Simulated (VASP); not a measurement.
# HgTe in VASP: notebook

HgTe is run at these levels: PBEsol; tasks: single point.

All numbers are computed with VASP 6.6.1; they aren't measurements. Logs are shortened: lines on timing, memory, paths and dates and some standing lists are left out, and cuts for length are marked.

## 1. The cell of the first run

Symmetry: I-4m2, No. 119, tetragonal system. Conventional cell: a = 4.376 Å, b = 4.376 Å, c = 6.447 Å, α = 90.00°, β = 90.00°, γ = 90.00°. Within 3.6 Å of Hg (site symmetry -4m2) lie 4 Te at 2.72 Å. Within 3.6 Å of Te (site symmetry -4m2) lie 4 Hg at 2.72 Å.

## 2. Single point, PBEsol (strain -0.040 along x and y, +0.000 along z)

Contents of INCAR:

```
SYSTEM = HgTe
PREC = Accurate ; ENCUT = 520
EDIFF = 1E-6 ; ISMEAR = 0
SIGMA = 0.15 ; LREAL = .False.
LASPH = .True. ; NELM = 60
ALGO = Normal ; ISIF = 2
LWAVE = .False. ; LCHARG = .False.
GGA = PS ; NBANDS = 16
```

Contents of KPOINTS:

```
regular mesh
0
Gamma
  14 14 14
  0 0 0
```

Contents of POSCAR:

```
HgTe
1.0
    0.0000000000      3.0945600000      3.2235000000
    3.0945600000      0.0000000000      3.2235000000
    3.0945600000      3.0945600000      0.0000000000
Hg Te
1 1
Direct
    0.0000000000      0.0000000000      0.0000000000
    0.7500000000      0.7500000000      0.7500000000
```

Potentials or basis: VASP PAW PBE potentials, release 64 (Hg, Te).

Started as:

```bash
$ cat potpaw_PBE.64/Hg/POTCAR potpaw_PBE.64/Te/POTCAR > POTCAR
$ mpirun -np 1 vasp_std > vasp.out
```

OUTCAR:

```text
SYSTEM = HgTe
   PREC = Accurate
   ENCUT = 520
   EDIFF = 1E-6
   ISMEAR = 0
   LREAL = .False.
   LASPH = .True.
   NELM = 60
   ISIF = 2
   GGA = PS

 ion  position               nearest neighbor table
   1  0.000  0.000  0.000-   2 2.72   2 2.72   2 2.72   2 2.72
   2  0.750  0.750  0.750-   1 2.72   1 2.72   1 2.72   1 2.72

  LATTYP: Found a body centered tetragonal cell.
 ALAT       =     4.3763687216
 C/A-ratio  =     1.4731391275

  Lattice vectors:

 A1 = (  -3.0945600000,   0.0000000000,   3.2235000000)
 A2 = (   3.0945600000,   0.0000000000,   3.2235000000)
 A3 = (   0.0000000000,   3.0945600000,  -3.2235000000)

Analysis of symmetry for initial positions (statically):
=====================================================================
 Subroutine PRICEL returns:
 Original cell was already a primitive cell.

 Routine SETGRP: Setting up the symmetry group for a
 body centered tetragonal supercell.

 Subroutine GETGRP returns: Found  8 space group operations
 (whereof  8 operations were pure point group operations)
 out of a pool of 16 trial point group operations.

The static configuration has the point symmetry D_2d.

Analysis of symmetry for dynamics (positions and initial velocities):
=====================================================================
 Subroutine PRICEL returns:
 Original cell was already a primitive cell.

 Routine SETGRP: Setting up the symmetry group for a
 body centered tetragonal supercell.

 Subroutine GETGRP returns: Found  8 space group operations
 (whereof  8 operations were pure point group operations)
 out of a pool of 16 trial point group operations.

The dynamic configuration has the point symmetry D_2d.

 Subroutine INISYM returns: Found  8 space group operations
 (whereof  8 operations are pure point group operations),
 and found     1 'primitive' translations

----------------------------------------------------------------------------------------

                                     Primitive cell

  volume of cell :      61.7384

  direct lattice vectors                    reciprocal lattice vectors
     0.000000000  3.094560000  3.223500000    -0.161573859  0.161573859  0.155110904
     3.094560000  0.000000000  3.223500000     0.161573859 -0.161573859  0.155110904
     3.094560000  3.094560000  0.000000000     0.161573859  0.161573859 -0.155110904

  length of vectors
     4.468473324  4.468473324  4.376368722     0.276173163  0.276173163  0.276173163

  position of ions in fractional coordinates (direct lattice)
     0.000000000  0.000000000  0.000000000
     0.750000000  0.750000000  0.750000000

  ion indices of the primitive-cell ions
   primitive index   ion index
                 1           1
                 2           2

----------------------------------------------------------------------------------------

 KPOINTS: regular mesh

Automatic generation of k-mesh.
 Grid dimensions read from file:
 generate k-points for:   14   14   14

 Generating k-lattice:

  Cartesian coordinates                     Fractional coordinates (reciprocal lattice)
    -0.011540990  0.011540990  0.011079350     0.071428571  0.000000000  0.000000000
     0.011540990 -0.011540990  0.011079350     0.000000000  0.071428571  0.000000000
     0.011540990  0.011540990 -0.011079350    -0.000000000 -0.000000000  0.071428571

  Length of vectors
     0.019726655  0.019726655  0.019726655

  Shift w.r.t. Gamma in fractional coordinates (k-lattice)
     0.000000000  0.000000000  0.000000000

 Subroutine IBZKPT returns following result:
 ===========================================

 Found    244 irreducible k-points:

 Following reciprocal coordinates:
            Coordinates               Weight
  0.000000  0.000000  0.000000      1.000000
  0.071429  0.000000  0.000000      8.000000
  0.142857  0.000000  0.000000      8.000000
  0.214286 -0.000000  0.000000      8.000000
  0.285714  0.000000  0.000000      8.000000
  0.357143  0.000000  0.000000      8.000000
[... 16 lines left out ...]
  0.214286  0.142857  0.000000      8.000000
  0.285714  0.142857  0.000000      8.000000
 [... further k-points ...]
   k-points           NKPTS =    244   k-points in BZ     NKDIM =    244   number of bands    NBANDS=     16
   number of dos      NEDOS =    301   number of ions     NIONS =      2
   total plane-waves  NPLWV =  46656
   dimension x,y,z NGX =    36 NGY =   36 NGZ =   36
   dimension x,y,z NGXF=    72 NGYF=   72 NGZF=   72
   ions per type =               1   1
   NGX,Y,Z   is equivalent  to a cutoff of  13.39, 13.39, 13.68 a.u.
   NGXF,Y,Z  is equivalent  to a cutoff of  26.79, 26.79, 27.35 a.u.
 SYSTEM =  HgTe
   PREC   = accura    normal or accurate (medium, high low for compatibility)
   ISTART =      0    job   : 0-new  1-cont  2-samecut
   ICHARG =      2    charge: 1-file 2-atom 10-const
   ISPIN  =      1    spin polarized calculation?
   LNONCOLLINEAR =      F non collinear calculations
   LSORBIT =      F    spin-orbit coupling
   LASPH  =      T    aspherical Exc in radial PAW
   ENCUT  =  520.0 eV  38.22 Ry    6.18 a.u.   8.31  8.31  8.14*2*pi/ulx,y,z
   NELM   =     60;   NELMIN=  2; NELMDL= -5     # of ELM steps
   EDIFF  = 0.1E-05   stopping-criterion for ELM
   LREAL  =      F    real-space projection
   EDIFFG = 0.1E-04   stopping-criterion for IOM
   NSW    =      0    number of steps for IOM
   IBRION =     -1    ionic relax: 0-MD 1-quasi-New 2-CG
   NFREE  =      0    steps in history (QN), initial steepest desc. (CG)
   ISIF   =      2    stress and relaxation
   ISYM   =      2    0-nonsym 1-usesym 2-fastsym
   POTIM  = 0.5000    time-step for ionic-motion
   TEBEG  =    0.0;   TEEND  =   0.0 temperature during run
   PSTRESS=    0.0 pullay stress
   NELECT =      18.0000    total number of electrons
   NUPDOWN=      -1.0000    fix difference up-down
   EMIN   =  10.00;   EMAX   =-10.00  energy-range for DOS
   EFERMI =   0.00;   METHOD = LEGACY
   ISMEAR =     0;   SIGMA  =   0.15  broadening in eV -4-tet -1-fermi 0-gaus
   EFERMI_NEDOS =   21; number of points for ismear=-14 and -15
   IALGO  =     38    algorithm
   IMIX   =      4    mixing-type and parameters
     AMIX     =   0.40;   BMIX     =  1.00
     AMIX_MAG =   1.60;   BMIX_MAG =  1.00
  volume/ion in A,a.u.               =      30.87       208.32
  Fermi-wavevector in a.u.,A,eV,Ry     =   1.085543  2.051379 16.033165  1.178404
  Thomas-Fermi vector in A             =   2.221659
   LORBIT       =      0    0 simple, 1 ext, 2 COOP (PROOUT), +10 PAW based schemes
   GGA     = PS    functional components
   LHFCALC =     F    Hartree Fock is set to
   AEXX    =    0.0000 exact exchange contribution
   IVDW    =     0    specifies the selected vdW correction
   LEPSILON=     F    determine dielectric tensor
   LRPA    =     F    only Hartree local field effects (RPA)
 non-spin polarized calculation
 Gauss-broadening in eV      SIGMA  =   0.15
  energy-cutoff  :      520.00
  volume of cell :       61.74
 maximum number of plane-waves:      1688
 NGX is ok and might be reduce to    36
   NGX = 17   NGY = 17   NGZ = 17

 number of electron      18.0000003 magnetization

 Free energy of the ion-electron system (eV)
  ---------------------------------------------------
  ext. energy  EPLUGINS =         0.00000000
  ---------------------------------------------------
  free energy    TOTEN  =        -4.24222368 eV

  energy without entropy =       -4.24206265  energy(sigma->0) =       -4.24214316

 E-fermi :   4.1081     XC(G=0):  -9.3540

 val. band max:        4.0097455759   @ k =   0.0000   0.0000   0.0000
 cond. band min:       4.3934835899   @ k =   0.0714   0.0000   0.0000
 fundamental gap:      0.3837380141
 Fermi energy:         4.1081182196

 k-point     1 :       0.0000    0.0000    0.0000
  band No.  band energies     occupation
      1      -8.7654      2.00000
      2      -3.9696      2.00000
      3      -3.9570      2.00000
      4      -3.9570      2.00000
      5      -3.3318      2.00000
      6      -3.2922      2.00000
[... 8 lines left out ...]
     15      13.2620      0.00000
     16      13.2719      0.00000

 k-point     2 :       0.0714    0.0000    0.0000
  band No.  band energies     occupation
      1      -8.7344      2.00000
      2      -3.9629      2.00000
      3      -3.9483      2.00000
      4      -3.9478      2.00000
      5      -3.3323      2.00000
      6      -3.2941      2.00000
[... 8 lines left out ...]
     15      12.6839      0.00000
     16      13.2030      0.00000

 k-point     3 :       0.1429    0.0000    0.0000
  band No.  band energies     occupation
      1      -8.6455      2.00000
      2      -3.9415      2.00000
      3      -3.9227      2.00000
      4      -3.9199      2.00000
      5      -3.3327      2.00000
      6      -3.2986      2.00000
[... 8 lines left out ...]
     15      12.3540      0.00000
     16      12.6992      0.00000

 k-point     4 :       0.2143   -0.0000    0.0000
  band No.  band energies     occupation
      1      -8.5122      2.00000
      2      -3.9064      2.00000
      3      -3.8877      2.00000
      4      -3.8598      2.00000
      5      -3.3293      2.00000
      6      -3.3024      2.00000
[... 8 lines left out ...]
     15      12.3167      0.00000
     16      12.4593      0.00000
[... 324 lines left out ...]
 k-point    22 :       0.1429    0.1429    0.0000
  band No.  band energies     occupation
      1      -8.6103      2.00000
      2      -3.9657      2.00000
      3      -3.8906      2.00000
      4      -3.8906      2.00000
      5      -3.3583      2.00000
      6      -3.2803      2.00000
[... 8 lines left out ...]
     15      11.8244      0.00000
     16      13.9788      0.00000

 k-point    23 :       0.2143    0.1429    0.0000
  band No.  band energies     occupation
      1      -8.5124      2.00000
      2      -3.9471      2.00000
      3      -3.8539      2.00000
      4      -3.8511      2.00000
      5      -3.3658      2.00000
      6      -3.2760      2.00000
[... 8 lines left out ...]
     15      12.5401      0.00000
     16      13.6708      0.00000

 k-point    24 :       0.2857    0.1429    0.0000
  band No.  band energies     occupation
      1      -8.3790      2.00000
      2      -3.9033      2.00000
      3      -3.8141      2.00000
      4      -3.7861      2.00000
      5      -3.3622      2.00000
      6      -3.2735      2.00000
[... 8 lines left out ...]
     15      12.9409      0.00000
     16      13.5120      0.00000

 [... further k-points ...]
[... 5 lines left out ...]
  --------------------------------------------------------------------------------------
  -------------------------------------------------------------------------------------
  Total        2.5039419      2.5039419      2.3110490      0.0000000      0.0000000      0.0000000
  in kB       64.9799465     64.9799465     59.9741695      0.0000000      0.0000000      0.0000000
  external PRESSURE =      63.3113542 kB  Pullay stress =       0.0000000 kB

 VOLUME and BASIS-vectors are now :
 -----------------------------------------------------------------------------
  energy-cutoff  :      520.00
  volume of cell :       61.74
      direct lattice vectors                 reciprocal lattice vectors
     0.000000000  3.094560000  3.223500000    -0.161573859  0.161573859  0.155110904
     3.094560000  0.000000000  3.223500000     0.161573859 -0.161573859  0.155110904
     3.094560000  3.094560000  0.000000000     0.161573859  0.161573859 -0.155110904

 POSITION                                       TOTAL-FORCE (eV/Angst)
 -----------------------------------------------------------------------------------
      0.00000      0.00000      0.00000        -0.000000     -0.000000     -0.000000
      4.64184      4.64184      4.83525         0.000000      0.000000      0.000000
 -----------------------------------------------------------------------------------
    total drift:                               -0.000000     -0.000000      0.000000

  FREE ENERGIE OF THE ION-ELECTRON SYSTEM (eV)
  ---------------------------------------------------
  free  energy   TOTEN  =        -4.2422236753 eV

  energy  without entropy=       -4.2420626472  energy(sigma->0) =       -4.24214316
```

Wall time 2.9 min (1 thread of Intel Xeon Platinum 8259CL at 2.50GHz (Skylake/Cascade Lake), shared host); peak memory 0.39 GiB.

What came out:

* Free energy: -4.2422 eV
* Pressure: 6.3 GPa
* Band gap on the k mesh: zero (filled and empty bands touch)

Levels at points of the mesh, in eV from the Fermi level:
```csv
k point,band 6,band 7,band 8,band 9,band 10,band 11,band 12,band 13
"(0.00, 0.00, 0.00)",-7.40,-0.74,-0.27,-0.10,-0.10,3.86,3.86,3.86
"(0.50, 0.00, 0.00)",-7.06,-6.32,-1.45,-1.23,0.47,4.62,4.85,6.48
"(0.50, 0.50, 0.00)",-6.93,-6.27,-2.73,-2.73,1.83,2.12,8.10,9.03
"(0.50, 0.00, 0.50)",-6.84,-6.05,-2.97,-2.86,1.51,1.91,8.38,8.87
```

Caveat: the cell differs from its parent crystal (strain -0.040 along x and y, +0.000 along z); the PAW data sets were made with another functional, which shifts forces and pressure a little; spin-orbit coupling is left out, which moves the levels of the heavy elements.

## 3. Single point, PBEsol (strain -0.080 along x and y, -0.080 along z)

Contents of INCAR:

```
PREC     = Accurate       # precision mode
ENCUT    = 520            # plane-wave cutoff, eV
EDIFF    = 1E-6           # SCF threshold, eV
ISMEAR   = 0              # smearing method
SIGMA    = 0.15           # smearing width, eV
LREAL    = F              # projectors in reciprocal space
LASPH    = T              # aspherical terms in the spheres
NELM     = 60             # most SCF steps
ALGO     = Normal         # electronic algorithm
ISIF     = 2              # what is computed and relaxed
LWAVE    = F              # write WAVECAR
LCHARG   = F              # write CHGCAR
GGA      = PS             # functional
NBANDS   = 16             # bands
```

Contents of KPOINTS:

```
Automatic mesh
0
Gamma
  14 14 14
```

Contents of POSCAR:

```
HgTe
1.0
    0.0000000000      2.9656200000      2.9656200000
    2.9656200000      0.0000000000      2.9656200000
    2.9656200000      2.9656200000      0.0000000000
Hg Te
1 1
Direct
    0.0000000000      0.0000000000      0.0000000000
    0.7500000000      0.7500000000      0.7500000000
```

Potentials or basis: VASP PAW PBE potentials, release 64 (Hg, Te).

Started as:

```bash
$ cat potpaw_PBE.64/Hg/POTCAR potpaw_PBE.64/Te/POTCAR > POTCAR
$ mpirun -np 1 vasp_std > vasp.out
```

It took 33 s on 1 thread of Intel Xeon Platinum 8488C (Sapphire Rapids), shared host; peak memory 0.23 GiB.

It converged, with:

```yaml
Free_energy: -3.3983 eV
Pressure: 24.5 GPa
Band_gap_on_the_k_mesh: zero (filled and empty bands touch)
```

Levels at points of the mesh, in eV from the Fermi level:
| k point | band 5 | band 6 | band 7 | band 8 | band 9 | band 10 | band 11 | band 12 | band 13 | band 14 |
| --- | --- | --- | --- | --- | --- | --- | --- | --- | --- | --- |
| (0.00, 0.00, 0.00) | -8.49 | -8.49 | -0.23 | -0.10 | -0.10 | -0.10 | 3.45 | 3.45 | 3.45 | 5.92 |
| (0.50, 0.00, 0.00) | -8.46 | -8.05 | -7.66 | -1.75 | -1.75 | 0.50 | 4.50 | 4.50 | 6.04 | 8.57 |
| (0.50, 0.50, 0.00) | -8.39 | -7.72 | -7.19 | -3.76 | -3.76 | 1.35 | 1.50 | 9.15 | 9.74 | 9.74 |

Caveat: the cell differs from its parent crystal (strain -0.080 along x and y, -0.080 along z); the PAW data sets were made with another functional, which shifts forces and pressure a little; spin-orbit coupling is left out, which moves the levels of the heavy elements.
